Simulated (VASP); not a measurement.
# CuO (zincblende type) (F-43m) in VASP: settings compared, part 2 of 2

VASP 6.6.1. The steps go on from the part before.

**4. Single point, LDA**

Input file INCAR:

```
  ALGO = Normal
  EDIFF = 1E-6
  ENCUT = 520
  GGA = CA
  ISIF = 2
  ISMEAR = -1
  LASPH = T
  LCHARG = F
  LREAL = F
  LWAVE = F
  NBANDS = 16
  NELM = 60
  PREC = Accurate
  SIGMA = 0.05
```

Input file KPOINTS:

```
k-points
0
Gamma
  16 16 16
```

Input file POSCAR:

```
CuO
1.0
    0.0000000000      2.2618016073      2.2618016073
    2.2618016073      0.0000000000      2.2618016073
    2.2618016073      2.2618016073      0.0000000000
Cu O
1 1
Direct
    0.0000000000      0.0000000000      0.0000000000
    0.2500000000      0.2500000000      0.2500000000
```

Potentials or basis: VASP PAW LDA potentials, release 64 (Cu, O).

Command:

```bash
$ cat potpaw_LDA.64/Cu/POTCAR potpaw_LDA.64/O/POTCAR > POTCAR
$ mpirun -np 1 vasp_std > vasp.out
```

OUTCAR:

```text
EDIFF = 1E-6
   ENCUT = 520
   GGA = CA
   ISIF = 2
   ISMEAR = -1
   LASPH = T
   LREAL = F
   NELM = 60
   PREC = Accurate

 ion  position               nearest neighbor table
   1  0.000  0.000  0.000-   2 1.96   2 1.96   2 1.96   2 1.96
   2  0.250  0.250  0.250-   1 1.96   1 1.96   1 1.96   1 1.96

  LATTYP: Found a face centered cubic cell.
 ALAT       =     4.5236032146

  Lattice vectors:

 A1 = (   0.0000000000,   2.2618016073,   2.2618016073)
 A2 = (   2.2618016073,   0.0000000000,   2.2618016073)
 A3 = (   2.2618016073,   2.2618016073,   0.0000000000)

Analysis of symmetry for initial positions (statically):
=====================================================================
 Subroutine PRICEL returns:
 Original cell was already a primitive cell.

 Routine SETGRP: Setting up the symmetry group for a
 face centered cubic supercell.

 Subroutine GETGRP returns: Found 24 space group operations
 (whereof 24 operations were pure point group operations)
 out of a pool of 48 trial point group operations.

The static configuration has the point symmetry T_d .

Analysis of symmetry for dynamics (positions and initial velocities):
=====================================================================
 Subroutine PRICEL returns:
 Original cell was already a primitive cell.

 Routine SETGRP: Setting up the symmetry group for a
 face centered cubic supercell.

 Subroutine GETGRP returns: Found 24 space group operations
 (whereof 24 operations were pure point group operations)
 out of a pool of 48 trial point group operations.

The dynamic configuration has the point symmetry T_d .

 Subroutine INISYM returns: Found 24 space group operations
 (whereof 24 operations are pure point group operations),
 and found     1 'primitive' translations

----------------------------------------------------------------------------------------

                                     Primitive cell

  volume of cell :      23.1416

  direct lattice vectors                    reciprocal lattice vectors
     0.000000000  2.261801607  2.261801607    -0.221062713  0.221062713  0.221062713
     2.261801607  0.000000000  2.261801607     0.221062713 -0.221062713  0.221062713
     2.261801607  2.261801607  0.000000000     0.221062713  0.221062713 -0.221062713

  length of vectors
     3.198670508  3.198670508  3.198670508     0.382891851  0.382891851  0.382891851

  position of ions in fractional coordinates (direct lattice)
     0.000000000  0.000000000  0.000000000
     0.250000000  0.250000000  0.250000000

  ion indices of the primitive-cell ions
   primitive index   ion index
                 1           1
                 2           2

----------------------------------------------------------------------------------------

 KPOINTS: k-points

Automatic generation of k-mesh.
 Grid dimensions read from file:
 generate k-points for:   16   16   16

 Generating k-lattice:

  Cartesian coordinates                     Fractional coordinates (reciprocal lattice)
    -0.013816420  0.013816420  0.013816420     0.062500000  0.000000000  0.000000000
     0.013816420 -0.013816420  0.013816420     0.000000000  0.062500000  0.000000000
     0.013816420  0.013816420 -0.013816420     0.000000000  0.000000000  0.062500000

  Length of vectors
     0.023930741  0.023930741  0.023930741

  Shift w.r.t. Gamma in fractional coordinates (k-lattice)
     0.000000000  0.000000000  0.000000000

 Subroutine IBZKPT returns following result:
 ===========================================

 Found    145 irreducible k-points:

 Following reciprocal coordinates:
            Coordinates               Weight
  0.000000  0.000000  0.000000      1.000000
  0.062500  0.000000  0.000000      8.000000
  0.125000  0.000000  0.000000      8.000000
  0.187500  0.000000  0.000000      8.000000
  0.250000  0.000000  0.000000      8.000000
  0.312500  0.000000  0.000000      8.000000
[... 16 lines left out ...]
 -0.125000  0.062500  0.000000     24.000000
 -0.062500  0.062500  0.000000     12.000000
 [... further k-points ...]
   k-points           NKPTS =    145   k-points in BZ     NKDIM =    145   number of bands    NBANDS=     16
   number of dos      NEDOS =    301   number of ions     NIONS =      2
   total plane-waves  NPLWV =  13824
   dimension x,y,z NGX =    24 NGY =   24 NGZ =   24
   dimension x,y,z NGXF=    48 NGYF=   48 NGZF=   48
   ions per type =               1   1
   NGX,Y,Z   is equivalent  to a cutoff of  12.47, 12.47, 12.47 a.u.
   NGXF,Y,Z  is equivalent  to a cutoff of  24.95, 24.95, 24.95 a.u.
 SYSTEM =  unknown system
   PREC   = accura    normal or accurate (medium, high low for compatibility)
   ISTART =      0    job   : 0-new  1-cont  2-samecut
   ICHARG =      2    charge: 1-file 2-atom 10-const
   ISPIN  =      1    spin polarized calculation?
   LNONCOLLINEAR =      F non collinear calculations
   LSORBIT =      F    spin-orbit coupling
   LASPH  =      T    aspherical Exc in radial PAW
   ENCUT  =  520.0 eV  38.22 Ry    6.18 a.u.   5.95  5.95  5.95*2*pi/ulx,y,z
   NELM   =     60;   NELMIN=  2; NELMDL= -5     # of ELM steps
   EDIFF  = 0.1E-05   stopping-criterion for ELM
   LREAL  =      F    real-space projection
   EDIFFG = 0.1E-04   stopping-criterion for IOM
   NSW    =      0    number of steps for IOM
   IBRION =     -1    ionic relax: 0-MD 1-quasi-New 2-CG
   NFREE  =      0    steps in history (QN), initial steepest desc. (CG)
   ISIF   =      2    stress and relaxation
   ISYM   =      2    0-nonsym 1-usesym 2-fastsym
   POTIM  = 0.5000    time-step for ionic-motion
   TEBEG  =    0.0;   TEEND  =   0.0 temperature during run
   PSTRESS=    0.0 pullay stress
   NELECT =      17.0000    total number of electrons
   NUPDOWN=      -1.0000    fix difference up-down
   EMIN   =  10.00;   EMAX   =-10.00  energy-range for DOS
   EFERMI =   0.00;   METHOD = LEGACY
   ISMEAR =    -1;   SIGMA  =   0.05  broadening in eV -4-tet -1-fermi 0-gaus
   EFERMI_NEDOS =   21; number of points for ismear=-14 and -15
   IALGO  =     38    algorithm
   IMIX   =      4    mixing-type and parameters
     AMIX     =   0.40;   BMIX     =  1.00
     AMIX_MAG =   1.60;   BMIX_MAG =  1.00
  volume/ion in A,a.u.               =      11.57        78.08
  Fermi-wavevector in a.u.,A,eV,Ry     =   1.477157  2.791422 29.687811  2.181993
  Thomas-Fermi vector in A             =   2.591595
   LORBIT       =      0    0 simple, 1 ext, 2 COOP (PROOUT), +10 PAW based schemes
   GGA     = CA    functional components
   LHFCALC =     F    Hartree Fock is set to
   AEXX    =    0.0000 exact exchange contribution
   IVDW    =     0    specifies the selected vdW correction
   LEPSILON=     F    determine dielectric tensor
   LRPA    =     F    only Hartree local field effects (RPA)
 non-spin polarized calculation
  energy-cutoff  :      520.00
  volume of cell :       23.14
 maximum number of plane-waves:       636
   NGX = 11   NGY = 11   NGZ = 11

 number of electron      17.0000022 magnetization

 Free energy of the ion-electron system (eV)
  ---------------------------------------------------
  ext. energy  EPLUGINS =         0.00000000
  ---------------------------------------------------
  free energy    TOTEN  =       -11.27766455 eV

  energy without entropy =      -11.25720120  energy(sigma->0) =      -11.26743287

 E-fermi :   3.6535     XC(G=0): -11.5831

 val. band max:        3.6468879466   @ k =  -0.1875   0.1250   0.0000
 cond. band min:       3.6543798381   @ k =  -0.4375   0.0625   0.0000
 fundamental gap:      0.0074918915
 Fermi energy:         3.6534785393

 k-point     1 :       0.0000    0.0000    0.0000
  band No.  band energies     occupation
      1     -14.9054      2.00000
      2      -1.2543      2.00000
      3      -1.2543      2.00000
      4      -1.2543      2.00000
      5       1.6032      2.00000
      6       1.6032      2.00000
[... 8 lines left out ...]
     15      24.5597      0.00000
     16      24.5597      0.00000
[... 419 lines left out ...]
 k-point    24 :      -0.0625    0.0625    0.0000
  band No.  band energies     occupation
      1     -14.8404      2.00000
      2      -1.4184      2.00000
      3      -1.2220      2.00000
      4      -1.2219      2.00000
      5       1.5765      2.00000
      6       1.6064      2.00000
[... 8 lines left out ...]
     15      23.2326      0.00000
     16      24.9426      0.00000

 [... further k-points ...]

------------------------ aborting loop because EDIFF is reached ----------------------------------------

  FORCE on cell =-STRESS in cart. coord.  units (eV):
  Direction    XX          YY          ZZ          XY          YZ          ZX
  --------------------------------------------------------------------------------------
  -------------------------------------------------------------------------------------
  Total       -1.7679267     -1.7679267     -1.7679267      0.0000000      0.0000000     -0.0000000
  in kB     -122.3999690   -122.3999690   -122.3999690      0.0000000      0.0000000     -0.0000000
  external PRESSURE =    -122.3999690 kB  Pullay stress =       0.0000000 kB

 VOLUME and BASIS-vectors are now :
 -----------------------------------------------------------------------------
  energy-cutoff  :      520.00
  volume of cell :       23.14
      direct lattice vectors                 reciprocal lattice vectors
     0.000000000  2.261801607  2.261801607    -0.221062713  0.221062713  0.221062713
     2.261801607  0.000000000  2.261801607     0.221062713 -0.221062713  0.221062713
     2.261801607  2.261801607  0.000000000     0.221062713  0.221062713 -0.221062713

 POSITION                                       TOTAL-FORCE (eV/Angst)
 -----------------------------------------------------------------------------------
      0.00000      0.00000      0.00000        -0.000000      0.000000      0.000000
      1.13090      1.13090      1.13090         0.000000     -0.000000     -0.000000
 -----------------------------------------------------------------------------------
    total drift:                                0.000001      0.000001      0.000001

  FREE ENERGIE OF THE ION-ELECTRON SYSTEM (eV)
  ---------------------------------------------------
  free  energy   TOTEN  =       -11.2776645484 eV

  energy  without entropy=      -11.2572011961  energy(sigma->0) =      -11.26743287
```

OSZICAR:

```text
N       E                     dE             d eps       ncg     rms          rms(c)
DAV:   1     0.883995814152E+02    0.88400E+02   -0.82237E+03  5072   0.155E+03
DAV:   2    -0.886132576513E+01   -0.97261E+02   -0.86918E+02  4968   0.278E+02
DAV:   3    -0.141587595534E+02   -0.52974E+01   -0.50328E+01  5872   0.660E+01
DAV:   4    -0.142224667891E+02   -0.63707E-01   -0.63654E-01  5280   0.704E+00
DAV:   5    -0.142236213074E+02   -0.11545E-02   -0.11545E-02  6344   0.102E+00    0.118E+01
DAV:   6    -0.132524414874E+02    0.97118E+00   -0.19604E+01  5136   0.123E+02    0.999E+00
DAV:   7    -0.113025149201E+02    0.19499E+01   -0.66415E+00  5864   0.955E+01    0.157E+00
DAV:   8    -0.113109170602E+02   -0.84021E-02   -0.38751E-01  5000   0.532E+00    0.109E+00
DAV:   9    -0.112807773774E+02    0.30140E-01   -0.42202E-02  8592   0.538E+00    0.457E-01
DAV:  10    -0.112783652439E+02    0.24121E-02   -0.48509E-03  7152   0.144E+00    0.253E-01
DAV:  11    -0.112776707650E+02    0.69448E-03   -0.25208E-03  5144   0.466E-01    0.505E-02
DAV:  12    -0.112776877738E+02   -0.17009E-04   -0.39609E-05  6760   0.962E-02    0.526E-02
DAV:  13    -0.112776655067E+02    0.22267E-04   -0.31326E-05  5664   0.538E-02    0.955E-03
DAV:  14    -0.112776645484E+02    0.95829E-06   -0.10667E-06  3976   0.210E-02
   1 F= -.11277665E+02 E0= -.11267433E+02  d E =-.204634E-01
```

stdout:

```text
POSCAR found type information on POSCAR CuO
 POSCAR found :  2 types and       2 ions
 scaLAPACK will be used
 LDA part: xc-table for (Slater(with rela. corr.)+CA(PZ))
 , standard interpolation
 POSCAR, INCAR and KPOINTS ok, starting setup
 FFT: planning ... GRIDC
 FFT: planning ... GRID_SOFT
 FFT: planning ... GRID
 WAVECAR not read
 entering main loop
```

Wall time 56 s (1 thread of Intel Xeon 8259CL, shared host); peak memory 0.17 GiB.

What came out:

```yaml
Free_energy: -11.2777 eV
Pressure: -12.2 GPa
Band_gap_on_the_k_mesh: zero (an odd number of electrons rules out a gap without spin polarisation)
```

Levels at points of the mesh, in eV from the Fermi level:
```
           k point  band 5  band 6  band 7  band 8  band 9  band 10  band 11  band 12  band 13  band 14
(0.00, 0.00, 0.00)   -2.05   -2.05    0.81    0.81    0.81     0.97    14.18    14.18    14.18    20.81
(0.50, 0.00, 0.00)   -1.94   -1.94   -1.85   -0.02   -0.02     6.05     7.84    13.82    13.82    17.78
(0.50, 0.50, 0.00)   -2.34   -1.82   -1.41   -1.17   -1.17     5.78     9.87    11.34    14.65    14.65
```

Caveat: the cell stands under tension; an odd number of electrons without spin polarisation forces a metal; a magnetic or distorted state may lie lower; semilocal functionals often make such compounds metallic where correlation or magnetic order opens a gap, which also shifts bond lengths. With open d or f shells a metallic result of LDA can be an artefact of self-interaction; +U or a hybrid may open a gap.

**5. Single point, PBE (10.88 Å³/atom)**

This run uses another cell than the first one, of 10.88 Å³/atom.

Input file INCAR:

```
ALGO     = Normal         # electronic algorithm
EDIFF    = 1E-6           # SCF threshold, eV
ENCUT    = 520            # plane-wave cutoff, eV
GGA      = PE             # functional
ISIF     = 2              # what is computed and relaxed
ISMEAR   = -1             # smearing method
LASPH    = T              # aspherical terms in the spheres
LCHARG   = F              # write CHGCAR
LREAL    = F              # projectors in reciprocal space
LWAVE    = F              # write WAVECAR
NBANDS   = 16             # bands
NELM     = 100            # most SCF steps
PREC     = Accurate       # precision mode
SIGMA    = 0.05           # smearing width, eV
```

KPOINTS is that of step 4.

Input file POSCAR:

```
CuO
1.0
    0.0000000000      2.2160223487      2.2160223487
    2.2160223487      0.0000000000      2.2160223487
    2.2160223487      2.2160223487      0.0000000000
Cu O
1 1
Direct
    0.0000000000      0.0000000000      0.0000000000
    0.2500000000      0.2500000000      0.2500000000
```

Potentials or basis: VASP PAW PBE potentials, release 64 (Cu, O).

Command:

```bash
$ cat potpaw_PBE.64/Cu/POTCAR potpaw_PBE.64/O/POTCAR > POTCAR
$ mpirun -np 1 vasp_std > vasp.out
```

Run time: 44 s. Hardware: 1 thread of Intel Xeon 6455B, shared host; peak memory 0.17 GiB.

The run converged. Its results:

```yaml
Free_energy: -9.5190 eV
Pressure: 10.5 GPa
Band_gap_on_the_k_mesh: zero (an odd number of electrons rules out a gap without spin polarisation)
```

Levels at points of the mesh, in eV from the Fermi level:
| k point | band 6 | band 7 | band 8 | band 9 | band 10 | band 11 | band 12 | band 13 |
| --- | --- | --- | --- | --- | --- | --- | --- | --- |
| (0.00, 0.00, 0.00) | -2.20 | 0.86 | 0.86 | 0.86 | 1.06 | 14.75 | 14.75 | 14.75 |
| (0.50, 0.00, 0.00) | -2.08 | -1.94 | -0.03 | -0.03 | 6.40 | 8.14 | 14.32 | 14.32 |
| (0.50, 0.50, 0.00) | -1.95 | -1.50 | -1.24 | -1.24 | 5.92 | 10.57 | 11.70 | 15.35 |

Caveat: the cell stands under pressure; an odd number of electrons without spin polarisation forces a metal; a magnetic or distorted state may lie lower; semilocal functionals often make such compounds metallic where correlation or magnetic order opens a gap, which also shifts bond lengths. With open d or f shells a metallic result of PBE can be an artefact of self-interaction; +U or a hybrid may open a gap.

**6. The runs side by side**

| level | potentials or basis | cell | k mesh | gap on the mesh (eV) | pressure (GPa) |
| --- | --- | --- | --- | --- | --- |
| PBE | VASP PAW PBE potentials, release 64 (Cu, O) | a = 3.199 Å, angles 60.0°, 2 atoms | 12 × 12 × 12 | none | 0.6 |
| PBE | VASP PAW PBE potentials, release 64 (Cu, O) | a = 3.199 Å, angles 60.0°, 2 atoms | 16 × 16 × 16 | none | 0.7 |
| LDA | VASP PAW LDA potentials, release 64 (Cu, O) | a = 3.199 Å, angles 60.0°, 2 atoms | 16 × 16 × 16 | none | -12.2 |
| PBE | VASP PAW PBE potentials, release 64 (Cu, O) | a = 3.134 Å, angles 60.0°, 2 atoms | 16 × 16 × 16 | none | 10.5 |

Alike in all rows: task single point; no spin polarisation; cutoff (eV) 520; smearing fermi-dirac 0.05 eV.

Caveats: an odd number of electrons without spin polarisation forces a metal; a magnetic or distorted state may lie lower; semilocal functionals often make such compounds metallic where correlation or magnetic order opens a gap, which also shifts bond lengths; the cell stands under tension (at least some runs); the cell stands under pressure (at least some runs).

Absolute energies hang on the potentials; compare differences alone.
